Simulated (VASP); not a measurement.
# N (Pa-3) in VASP: single point with LDA

Aim: the single point of N with LDA.

All numbers are computed with VASP 6.6.1; they aren't measurements. Logs are shortened: lines on timing, memory, paths and dates and some standing lists are left out, and cuts for length are marked.

**1. The cell of the first run**

The structure is cubic, space group Pa-3 (No. 205). The conventional cell has a = 5.226 Å, b = 5.226 Å, c = 5.226 Å, α = 90.00°, β = 90.00°, γ = 90.00°. Within 1.5 Å of N (site symmetry 3) lie 1 N at 1.09 Å.

**2. Single point, LDA**

Input file INCAR:

```
SYSTEM = N
PREC     = Accurate       ! precision mode
ENCUT    = 910            ! plane-wave cutoff, eV
EDIFF    = 1E-6           ! SCF threshold, eV
ISMEAR   = -1             ! smearing method
SIGMA    = 0.05           ! smearing width, eV
LREAL    = .False.        ! projectors in reciprocal space
LASPH    = .True.         ! aspherical terms in the spheres
NELM     = 120            ! most SCF steps
ALGO     = Normal         ! electronic algorithm
ISIF     = 2              ! what is computed and relaxed
LWAVE    = .False.        ! write WAVECAR
LCHARG   = .False.        ! write CHGCAR
GGA      = CA             ! functional
NBANDS   = 30             ! bands
GGA_COMPAT= .False.
```

Input file KPOINTS:

```
regular mesh
0
Gamma
  3 3 3
  0 0 0
```

Input file POSCAR:

```
N
1.0
    5.2260471121      0.0000000000      0.0000000000
    0.0000000000      5.2260471121      0.0000000000
    0.0000000000      0.0000000000      5.2260471121
N
8
Direct
    0.0603831954      0.0603831954      0.0603831954
    0.4396168046      0.9396168046      0.5603831954
    0.5603831954      0.4396168046      0.9396168046
    0.9396168046      0.5603831954      0.4396168046
    0.9396168046      0.9396168046      0.9396168046
    0.5603831954      0.0603831954      0.4396168046
    0.4396168046      0.5603831954      0.0603831954
    0.0603831954      0.4396168046      0.5603831954
```

Potentials or basis: VASP PAW LDA potentials, release 64 (N_h).

Started as:

```console
$ cat potpaw_LDA.64/N_h/POTCAR > POTCAR
$ mpirun -np 1 vasp_std > vasp.out
```

OUTCAR:

```text
SYSTEM = N
   PREC = Accurate
   ENCUT = 910
   EDIFF = 1E-6
   ISMEAR = -1
   LREAL = .False.
   LASPH = .True.
   NELM = 120
   ISIF = 2
   GGA = CA

 ion  position               nearest neighbor table
   1  0.060  0.060  0.060-   5 1.09
   2  0.440  0.940  0.560-   6 1.09
   3  0.560  0.440  0.940-   7 1.09
   4  0.940  0.560  0.440-   8 1.09
   5  0.940  0.940  0.940-   1 1.09
   6  0.560  0.060  0.440-   2 1.09
   7  0.440  0.560  0.060-   3 1.09
   8  0.060  0.440  0.560-   4 1.09

  LATTYP: Found a simple cubic cell.
 ALAT       =     5.2260471121

  Lattice vectors:

 A1 = (   5.2260471121,   0.0000000000,   0.0000000000)
 A2 = (   0.0000000000,   5.2260471121,   0.0000000000)
 A3 = (   0.0000000000,   0.0000000000,   5.2260471121)

Analysis of symmetry for initial positions (statically):
=====================================================================
 Subroutine PRICEL returns:
 Original cell was already a primitive cell.

 Routine SETGRP: Setting up the symmetry group for a
 simple cubic supercell.

 Subroutine GETGRP returns: Found 24 space group operations
 (whereof  6 operations were pure point group operations)
 out of a pool of 48 trial point group operations.

The static configuration has the point symmetry S_6 .
 The point group associated with its full space group is T_h .

Analysis of symmetry for dynamics (positions and initial velocities):
=====================================================================
 Subroutine PRICEL returns:
 Original cell was already a primitive cell.

 Routine SETGRP: Setting up the symmetry group for a
 simple cubic supercell.

 Subroutine GETGRP returns: Found 24 space group operations
 (whereof  6 operations were pure point group operations)
 out of a pool of 48 trial point group operations.

The dynamic configuration has the point symmetry S_6 .
 The point group associated with its full space group is T_h .

 Subroutine INISYM returns: Found 24 space group operations
 (whereof  6 operations are pure point group operations),
 and found     1 'primitive' translations

----------------------------------------------------------------------------------------

[... 82 lines left out ...]
   NELM   =    120;   NELMIN=  2; NELMDL= -5     # of ELM steps
   EDIFF  = 0.1E-05   stopping-criterion for ELM
   LREAL  =      F    real-space projection
   EDIFFG = 0.1E-04   stopping-criterion for IOM
   NSW    =      0    number of steps for IOM
   IBRION =     -1    ionic relax: 0-MD 1-quasi-New 2-CG
   NFREE  =      0    steps in history (QN), initial steepest desc. (CG)
   ISIF   =      2    stress and relaxation
   ISYM   =      2    0-nonsym 1-usesym 2-fastsym
   POTIM  = 0.5000    time-step for ionic-motion
   TEBEG  =    0.0;   TEEND  =   0.0 temperature during run
   PSTRESS=    0.0 pullay stress
   NELECT =      40.0000    total number of electrons
   NUPDOWN=      -1.0000    fix difference up-down
   EMIN   =  10.00;   EMAX   =-10.00  energy-range for DOS
   EFERMI =   0.00;   METHOD = LEGACY
   ISMEAR =    -1;   SIGMA  =   0.05  broadening in eV -4-tet -1-fermi 0-gaus
   EFERMI_NEDOS =   21; number of points for ismear=-14 and -15
   IALGO  =     38    algorithm
   IMIX   =      4    mixing-type and parameters
     AMIX     =   0.40;   BMIX     =  1.00
     AMIX_MAG =   1.60;   BMIX_MAG =  1.00
  volume/ion in A,a.u.               =      17.84       120.40
  Fermi-wavevector in a.u.,A,eV,Ry     =   1.071326  2.024512 15.615933  1.147739
  Thomas-Fermi vector in A             =   2.207063
   LORBIT       =      0    0 simple, 1 ext, 2 COOP (PROOUT), +10 PAW based schemes
   GGA     = CA    functional components
   LHFCALC =     F    Hartree Fock is set to
   AEXX    =    0.0000 exact exchange contribution
   IVDW    =     0    specifies the selected vdW correction
   LEPSILON=     F    determine dielectric tensor
   LRPA    =     F    only Hartree local field effects (RPA)
 non-spin polarized calculation
  energy-cutoff  :      910.00
  volume of cell :      142.73
 maximum number of plane-waves:      8925
 NGX is ok and might be reduce to    54
   NGX = 25   NGY = 25   NGZ = 25

 number of electron      40.0000002 magnetization

 Free energy of the ion-electron system (eV)
  ---------------------------------------------------
  ext. energy  EPLUGINS =         0.00000000
  ---------------------------------------------------
  free energy    TOTEN  =       -71.01317620 eV

  energy without entropy =      -71.01317620  energy(sigma->0) =      -71.01317620

 E-fermi :  -4.1083     XC(G=0):  -7.9981

 val. band max:       -5.2939096623   @ k =   0.3333   0.0000   0.0000
 cond. band min:       1.5838708382   @ k =   0.0000   0.0000   0.0000
 fundamental gap:      6.8777805006
 Fermi energy:        -4.1082500539

 k-point     1 :       0.0000    0.0000    0.0000
  band No.  band energies     occupation
      1     -23.6211      2.00000
      2     -23.4894      2.00000
      3     -23.4894      2.00000
      4     -23.4894      2.00000
      5      -8.8741      2.00000
      6      -8.8741      2.00000
[... 121 lines left out ...]
     29       7.3190      0.00000
     30       8.0567      0.00000

------------------------ aborting loop because EDIFF is reached ----------------------------------------

  FORCE on cell =-STRESS in cart. coord.  units (eV):
  Direction    XX          YY          ZZ          XY          YZ          ZX
  --------------------------------------------------------------------------------------
  -------------------------------------------------------------------------------------
  Total        0.1804474      0.1804474      0.1804474     -0.0000000      0.0000000     -0.0000000
  in kB        2.0255419      2.0255419      2.0255419     -0.0000000      0.0000000     -0.0000000
  external PRESSURE =       2.0255419 kB  Pullay stress =       0.0000000 kB

 VOLUME and BASIS-vectors are now :
 -----------------------------------------------------------------------------
  energy-cutoff  :      910.00
  volume of cell :      142.73
      direct lattice vectors                 reciprocal lattice vectors
     5.226047112  0.000000000  0.000000000     0.191349213  0.000000000  0.000000000
     0.000000000  5.226047112  0.000000000     0.000000000  0.191349213  0.000000000
     0.000000000  0.000000000  5.226047112     0.000000000  0.000000000  0.191349213

 POSITION                                       TOTAL-FORCE (eV/Angst)
 -----------------------------------------------------------------------------------
      0.31557      0.31557      0.31557         0.185234      0.185234      0.185234
      2.29746      4.91048      2.92859        -0.185234     -0.185234      0.185234
      2.92859      2.29746      4.91048         0.185234     -0.185234     -0.185234
      4.91048      2.92859      2.29746        -0.185234      0.185234     -0.185234
      4.91048      4.91048      4.91048        -0.185234     -0.185234     -0.185234
      2.92859      0.31557      2.29746         0.185234      0.185234     -0.185234
      2.29746      2.92859      0.31557        -0.185234      0.185234      0.185234
      0.31557      2.29746      2.92859         0.185234     -0.185234      0.185234
 -----------------------------------------------------------------------------------
    total drift:                                0.000000      0.000000      0.000000

  FREE ENERGIE OF THE ION-ELECTRON SYSTEM (eV)
  ---------------------------------------------------
  free  energy   TOTEN  =       -71.0131761963 eV

  energy  without entropy=      -71.0131761962  energy(sigma->0) =      -71.01317620
```

stdout:

```text
POSCAR found type information on POSCAR N
 POSCAR found :  1 types and       8 ions
 scaLAPACK will be used
 LDA part: xc-table for (Slater(with rela. corr.)+CA(PZ))
 , standard interpolation
 POSCAR, INCAR and KPOINTS ok, starting setup
 FFT: planning ... GRIDC
 FFT: planning ... GRID_SOFT
 FFT: planning ... GRID
 WAVECAR not read
 entering main loop
```

It took 38 s on 1 thread of AMD EPYC 7R43 (Zen 3), shared host; peak memory 0.25 GiB.

What came out:

```yaml
Free_energy: -71.0132 eV
Pressure: 0.2 GPa
Largest_force: 0.321 eV/Å
Band_gap_on_the_k_mesh: 6.88 eV (least direct gap 6.93 eV)
```

Forces in eV/Å, atoms in the order of the input:
```
N    0.185  0.185  0.185
N   -0.185 -0.185  0.185
N    0.185 -0.185 -0.185
N   -0.185  0.185 -0.185
N   -0.185 -0.185 -0.185
N    0.185  0.185 -0.185
N   -0.185  0.185  0.185
N    0.185 -0.185  0.185
```

Caveat: the cutoff is under 1.25 times the usual one of these potentials, so pressure, stress and relaxed cells hold a basis-set (Pulay) error; an odd mesh through Γ misses points on the zone boundary, where band edges can lie.
